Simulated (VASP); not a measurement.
# AgHgF3 (Pm-3m) in VASP: settings compared

The runs below take AgHgF3 through relaxation of cell and atoms, with PBEsol, r2SCAN+rVV10.

Program: VASP 6.6.1. These are calculated values, not measurements. Logs are shortened: lines on timing, memory, paths and dates and some standing lists are left out, and cuts for length are marked.

### 1 The cell of the first run

Symmetry: Pm-3m, No. 221, cubic system. The conventional cell has a = 4.368 Å, b = 4.368 Å, c = 4.368 Å, α = 90.00°, β = 90.00°, γ = 90.00°. Within 4.1 Å of Ag (site symmetry m-3m) lie 12 F at 3.09 Å and 8 Hg at 3.78 Å. Within 2.9 Å of Hg (site symmetry m-3m) lie 6 F at 2.18 Å. F (site symmetry 4/mmm) has 2 Hg at 2.18 Å within 2.9 Å.

### 2 Relaxation of cell and atoms, PBEsol

Input file INCAR:

```
SYSTEM = AgHgF3
  PREC = Accurate
  ENCUT = 600
  EDIFF = 1E-7
  ISMEAR = -1
  SIGMA = 0.03
  LREAL = .FALSE.
  LASPH = .TRUE.
  NELM = 60
  ALGO = Normal
  ISIF = 3
  LWAVE = .FALSE.
  LCHARG = .FALSE.
  GGA = PS
  IBRION = 2
  NSW = 100
  EDIFFG = -0.01
```

Input file KPOINTS:

```
Automatic mesh
0
G
  6 6 6
  0 0 0
```

Input file POSCAR:

```
AgHgF3
1.0
    4.3684290900      0.0000000000      0.0000000000
    0.0000000000      4.3684290900      0.0000000000
    0.0000000000      0.0000000000      4.3684290900
Ag Hg F
1 1 3
Direct
    0.0000000000      0.0000000000      0.0000000000
    0.5000000000      0.5000000000      0.5000000000
    0.0000000000      0.5000000000      0.5000000000
    0.5000000000      0.0000000000      0.5000000000
    0.5000000000      0.5000000000      0.0000000000
```

Potentials or basis: VASP PAW PBE potentials, release 64 (Ag, Hg, F).

Run with:

```console
> cat potpaw_PBE.64/Ag/POTCAR potpaw_PBE.64/Hg/POTCAR potpaw_PBE.64/F/POTCAR > POTCAR
> mpirun -np 1 vasp_std > vasp.out
```

OUTCAR:

```text
SYSTEM = AgHgF3
   PREC = Accurate
   ENCUT = 600
   EDIFF = 1E-7
   ISMEAR = -1
   LREAL = .FALSE.
   LASPH = .TRUE.
   NELM = 60
   ISIF = 3
   GGA = PS
   IBRION = 2
   NSW = 100
   EDIFFG = -0.01

 ion  position               nearest neighbor table
   1  0.000  0.000  0.000-
   2  0.500  0.500  0.500-   3 2.18   4 2.18   5 2.18   5 2.18   4 2.18   3 2.18
   3  0.000  0.500  0.500-   2 2.18   2 2.18
   4  0.500  0.000  0.500-   2 2.18   2 2.18
   5  0.500  0.500  0.000-   2 2.18   2 2.18

  LATTYP: Found a simple cubic cell.
 ALAT       =     4.3684290900

  Lattice vectors:

 A1 = (   4.3684290900,   0.0000000000,   0.0000000000)
 A2 = (   0.0000000000,   4.3684290900,   0.0000000000)
 A3 = (   0.0000000000,   0.0000000000,   4.3684290900)

Analysis of symmetry for initial positions (statically):
=====================================================================
 Subroutine PRICEL returns:
 Original cell was already a primitive cell.

 Routine SETGRP: Setting up the symmetry group for a
 simple cubic supercell.

 Subroutine GETGRP returns: Found 48 space group operations
 (whereof 48 operations were pure point group operations)
 out of a pool of 48 trial point group operations.

The static configuration has the point symmetry O_h .

Analysis of symmetry for dynamics (positions and initial velocities):
=====================================================================
 Subroutine PRICEL returns:
 Original cell was already a primitive cell.

 Routine SETGRP: Setting up the symmetry group for a
 simple cubic supercell.

 Subroutine GETGRP returns: Found 48 space group operations
 (whereof 48 operations were pure point group operations)
 out of a pool of 48 trial point group operations.

The dynamic configuration has the point symmetry O_h .

 Subroutine INISYM returns: Found 48 space group operations
 (whereof 48 operations are pure point group operations),
 and found     1 'primitive' translations

----------------------------------------------------------------------------------------

                                     Primitive cell

  volume of cell :      83.3635

  direct lattice vectors                    reciprocal lattice vectors
     4.368429090  0.000000000  0.000000000     0.228915241  0.000000000  0.000000000
     0.000000000  4.368429090  0.000000000     0.000000000  0.228915241  0.000000000
     0.000000000  0.000000000  4.368429090     0.000000000  0.000000000  0.228915241

  length of vectors
[... 72 lines left out ...]
   NGXF,Y,Z  is equivalent  to a cutoff of  27.40, 27.40, 27.40 a.u.
 SYSTEM =  AgHgF3
   PREC   = accura    normal or accurate (medium, high low for compatibility)
   ISTART =      0    job   : 0-new  1-cont  2-samecut
   ICHARG =      2    charge: 1-file 2-atom 10-const
   ISPIN  =      1    spin polarized calculation?
   LNONCOLLINEAR =      F non collinear calculations
   LSORBIT =      F    spin-orbit coupling
   LASPH  =      T    aspherical Exc in radial PAW
   ENCUT  =  600.0 eV  44.10 Ry    6.64 a.u.   8.72  8.72  8.72*2*pi/ulx,y,z
   NELM   =     60;   NELMIN=  2; NELMDL= -5     # of ELM steps
   EDIFF  = 0.1E-06   stopping-criterion for ELM
   LREAL  =      F    real-space projection
   EDIFFG = -.1E-01   stopping-criterion for IOM
   NSW    =    100    number of steps for IOM
   IBRION =      2    ionic relax: 0-MD 1-quasi-New 2-CG
   NFREE  =      1    steps in history (QN), initial steepest desc. (CG)
   ISIF   =      3    stress and relaxation
   ISYM   =      2    0-nonsym 1-usesym 2-fastsym
   POTIM  = 0.5000    time-step for ionic-motion
   TEBEG  =    0.0;   TEEND  =   0.0 temperature during run
   PSTRESS=    0.0 pullay stress
   NELECT =      44.0000    total number of electrons
   NUPDOWN=      -1.0000    fix difference up-down
   EMIN   =  10.00;   EMAX   =-10.00  energy-range for DOS
   EFERMI =   0.00;   METHOD = LEGACY
   ISMEAR =    -1;   SIGMA  =   0.03  broadening in eV -4-tet -1-fermi 0-gaus
   EFERMI_NEDOS =   21; number of points for ismear=-14 and -15
   IALGO  =     38    algorithm
   IMIX   =      4    mixing-type and parameters
     AMIX     =   0.40;   BMIX     =  1.00
     AMIX_MAG =   1.60;   BMIX_MAG =  1.00
  volume/ion in A,a.u.               =      16.67       112.51
  Fermi-wavevector in a.u.,A,eV,Ry     =   1.323022  2.500149 23.815468  1.750387
  Thomas-Fermi vector in A             =   2.452661
   LORBIT       =      0    0 simple, 1 ext, 2 COOP (PROOUT), +10 PAW based schemes
   GGA     = PS    functional components
   LHFCALC =     F    Hartree Fock is set to
   AEXX    =    0.0000 exact exchange contribution
   IVDW    =     0    specifies the selected vdW correction
   LEPSILON=     F    determine dielectric tensor
   LRPA    =     F    only Hartree local field effects (RPA)
 conjugate gradient relaxation of ions
 non-spin polarized calculation
  energy-cutoff  :      600.00
  volume of cell :       83.36
 maximum number of plane-waves:      2803
 NGX is ok and might be reduce to    36
   NGX = 17   NGY = 17   NGZ = 17

--------------------------------------- Ionic step        1  -------------------------------------------

 number of electron      43.9999956 magnetization

 Free energy of the ion-electron system (eV)
  ---------------------------------------------------
  ext. energy  EPLUGINS =         0.00000000
  ---------------------------------------------------
  free energy    TOTEN  =       -14.30538110 eV

  energy without entropy =      -14.30100049  energy(sigma->0) =      -14.30319080

------------------------ aborting loop because EDIFF is reached ----------------------------------------

  FORCE on cell =-STRESS in cart. coord.  units (eV):
  Direction    XX          YY          ZZ          XY          YZ          ZX
  --------------------------------------------------------------------------------------
  -------------------------------------------------------------------------------------
  Total        2.2323722      2.2323722      2.2323722     -0.0000000     -0.0000000      0.0000000
  in kB       42.9043497     42.9043497     42.9043497     -0.0000000     -0.0000000      0.0000000
  external PRESSURE =      42.9043497 kB  Pullay stress =       0.0000000 kB
[... 65 lines left out ...]
--------------------------------------- Ionic step        3  -------------------------------------------

 number of electron      43.9999989 magnetization

 Free energy of the ion-electron system (eV)
  ---------------------------------------------------
  ext. energy  EPLUGINS =         0.00000000
  ---------------------------------------------------
  free energy    TOTEN  =       -14.36902190 eV

  energy without entropy =      -14.36569697  energy(sigma->0) =      -14.36735943

 E-fermi :   0.3617     XC(G=0):  -9.5300

 val. band max:        0.3504830987   @ k =   0.5000   0.5000   0.5000
 cond. band min:       0.6467866673   @ k =   0.1667   0.1667   0.0000
 fundamental gap:      0.2963035686
 Fermi energy:         0.3616786067

 k-point     1 :       0.0000    0.0000    0.0000
  band No.  band energies     occupation
      1     -21.6919      2.00000
      2     -21.3975      2.00000
      3     -21.3975      2.00000
      4      -4.2936      2.00000
      5      -4.2936      2.00000
      6      -4.2936      2.00000
[... 601 lines left out ...]
  FREE ENERGIE OF THE ION-ELECTRON SYSTEM (eV)
  ---------------------------------------------------
  free  energy   TOTEN  =       -14.3690218953 eV

  energy  without entropy=      -14.3656969718  energy(sigma->0) =      -14.36735943

 reached required accuracy - stopping structural energy minimisation
```

OSZICAR:

```text
N       E                     dE             d eps       ncg     rms          rms(c)
DAV:   1     0.396691639900E+03    0.39669E+03   -0.25794E+04  1040   0.182E+03
DAV:   2     0.840178994571E+01   -0.38829E+03   -0.37595E+03  1220   0.424E+02
DAV:   3    -0.165148440768E+02   -0.24917E+02   -0.24700E+02  1110   0.113E+02
[... 31 lines left out ...]
DAV:   5    -0.143691013449E+02   -0.14351E-04   -0.61140E-04  1208   0.269E-01    0.624E-02
DAV:   6    -0.143690213072E+02    0.80038E-04   -0.23901E-04  1422   0.231E-01    0.186E-02
DAV:   7    -0.143690217862E+02   -0.47908E-06   -0.31114E-05  1042   0.433E-02    0.528E-03
DAV:   8    -0.143690218473E+02   -0.61081E-07   -0.21815E-06  1406   0.171E-02    0.729E-04
DAV:   9    -0.143690218953E+02   -0.47948E-07   -0.21504E-07   742   0.434E-03
   3 F= -.14369022E+02 E0= -.14367359E+02  d E =-.636408E-01
```

CONTCAR:

```text
AgHgF3
   1.00000000000000
     4.4537645610502308   -0.0000000000000000    0.0000000000000000
    -0.0000000000000000    4.4537645610502308    0.0000000000000000
     0.0000000000000000   -0.0000000000000000    4.4537645610502308
  Ag              Hg              F
     1     1     3
Direct
     0.0000000000000000    0.0000000000000000    0.0000000000000000
     0.5000000000000000    0.5000000000000000    0.5000000000000000
     0.0000000000000000    0.5000000000000000    0.5000000000000000
     0.5000000000000000    0.0000000000000000    0.5000000000000000
     0.5000000000000000    0.5000000000000000    0.0000000000000000

  0.00000000E+00  0.00000000E+00  0.00000000E+00
  0.00000000E+00  0.00000000E+00  0.00000000E+00
  0.00000000E+00  0.00000000E+00  0.00000000E+00
  0.00000000E+00  0.00000000E+00  0.00000000E+00
  0.00000000E+00  0.00000000E+00  0.00000000E+00
```

Run time: 2.3 min. Hardware: 1 thread of Oxide Virtual Turin-like, shared host; peak memory 0.22 GiB.

What came out:

```yaml
Free_energy: -14.3690 eV
Relaxed_volume: 17.67 Å³/atom
Relaxed_cell: a = 4.454 Å, b = 4.454 Å, c = 4.454 Å, α = 90.00°, β = 90.00°, γ = 90.00°
Space_group_after_relaxing_to_0.1_Å: Pm-3m (No. 221)
Energy_gained_by_relaxing: 12.7 meV/atom
Ionic_steps: 3
Pressure_after_relaxing: 0.0 GPa
Band_gap_on_the_k_mesh: zero (bands 22 and 23 overlap by 0.68 eV)
```

The path:
| step | energy change (eV) | largest force (eV/Å) | pressure (GPa) | volume (Å³) |
| --- | --- | --- | --- | --- |
| 1 | 0.0000 | 0.0000 | 4.29 | 83.36 |
| 2 | -0.0630 | 0.0000 | -0.38 | 88.87 |
| 3 | -0.0636 | 0.0000 | -0.01 | 88.34 |

Final structure:
```
Ag Hg F
1.0
     4.45376    0.00000    0.00000
     0.00000    4.45376    0.00000
     0.00000    0.00000    4.45376
Ag Hg F
1 1 3
Direct
  0.00000 0.00000 0.00000
  0.50000 0.50000 0.50000
  0.00000 0.50000 0.50000
  0.50000 0.00000 0.50000
  0.50000 0.50000 0.00000
```

Caveat: the PAW data sets were made with another functional, which shifts forces and pressure a little; spin-orbit coupling is left out, which moves the levels of the heavy elements.

### 3 Relaxation of cell and atoms, r2SCAN+rVV10

This run uses another cell than the first one, of 17.53 Å³/atom.

POSCAR: that of step 2 with these lines changed.

```diff
@@ -2,5 +2,5 @@
 1.0
-    4.3684290900      0.0000000000      0.0000000000
-    0.0000000000      4.3684290900      0.0000000000
-    0.0000000000      0.0000000000      4.3684290900
+    4.4421774979      0.0000000000      0.0000000000
+    0.0000000000      4.4421774979      0.0000000000
+    0.0000000000      0.0000000000      4.4421774979
 Ag Hg F
```

Input file INCAR.step1:

```
  PREC = Accurate
  ENCUT = 600
  ISMEAR = -1
  SIGMA = 0.03
  LREAL = False
  LASPH = True
  NELM = 60
  GGA = PE
  ALGO = Normal
  EDIFF = 1E-4
  LWAVE = True
  LCHARG = False
```

Input file INCAR.step2:

```
  PREC = Accurate
  ENCUT = 600
  EDIFF = 1E-7
  ISMEAR = -1
  SIGMA = 0.03
  LREAL = False
  LASPH = True
  NELM = 60
  ALGO = Normal
  ISIF = 3
  LWAVE = False
  LCHARG = False
  METAGGA = R2SCAN
  LMIXTAU = True
  LUSE_VDW = True
  IVDW_NL = 2
  BPARAM = 11.95
  CPARAM = 0.0093
  IBRION = 2
  NSW = 100
  EDIFFG = -0.01
  ISTART = 1
```

Input file KPOINTS:

```
regular mesh
0
Gamma
  6 6 6
```

Potentials or basis: VASP PAW PBE potentials, release 64 (Ag, Hg, F).

Run with:

```console
> cat potpaw_PBE.64/Ag/POTCAR potpaw_PBE.64/Hg/POTCAR potpaw_PBE.64/F/POTCAR > POTCAR
> cp INCAR.step1 INCAR
> mpirun -np 1 vasp_std > vasp.out
> cp INCAR.step2 INCAR
> mpirun -np 1 vasp_std > vasp.out
```

Wall time 11 min (1 thread of Oxide Virtual Turin-like, shared host); peak memory 0.4 GiB.

It converged, with:

| Item | Value |
| --- | --- |
| Free energy | -84.2605 eV |
| Relaxed volume | 17.63 Å³/atom |
| Relaxed cell | a = 4.451 Å, b = 4.451 Å, c = 4.451 Å, α = 90.00°, β = 90.00°, γ = 90.00° |
| Space group after relaxing (to 0.1 Å) | Pm-3m (No. 221) |
| Energy gained by relaxing | 0.1 meV/atom |
| Ionic steps | 2 |
| Pressure after relaxing | -0.1 GPa |
| Band gap on the k mesh | zero (bands 22 and 23 overlap by 0.29 eV) |

Step by step:
```
step  energy change (eV)  largest force (eV/Å)  pressure (GPa)  volume (Å³)
   1              0.0000                0.0000            0.36        87.66
   2             -0.0005                0.0000           -0.06        88.16
```

Final structure:
```
CELL_PARAMETERS angstrom
4.45065 0.00000 0.00000
0.00000 4.45065 0.00000
0.00000 0.00000 4.45065
ATOMIC_POSITIONS crystal
Ag 0.00000 0.00000 0.00000
Hg 0.50000 0.50000 0.50000
F 0.00000 0.50000 0.50000
F 0.50000 0.00000 0.50000
F 0.50000 0.50000 0.00000
```

Levels at points of the mesh, in eV from the Fermi level:
| k point | band 19 | band 20 | band 21 | band 22 | band 23 | band 24 | band 25 | band 26 |
| --- | --- | --- | --- | --- | --- | --- | --- | --- |
| (0.00, 0.00, 0.00) | -2.80 | -2.67 | -2.67 | -2.67 | -0.37 | 3.37 | 8.79 | 8.79 |
| (0.50, 0.00, 0.00) | -2.41 | -2.35 | -2.35 | -2.17 | 2.22 | 3.18 | 6.90 | 9.07 |
| (0.50, 0.50, 0.00) | -2.36 | -2.22 | -2.22 | -0.08 | 2.93 | 5.19 | 5.65 | 5.65 |
| (0.50, 0.50, 0.50) | -2.63 | -2.63 | -0.08 | -0.08 | 2.66 | 6.43 | 7.30 | 7.30 |

Caveat: the PAW data sets were made with another functional, which shifts forces and pressure a little; spin-orbit coupling is left out, which moves the levels of the heavy elements.

The gap in the log of VASP goes by the Fermi energy; the results here count the filled bands.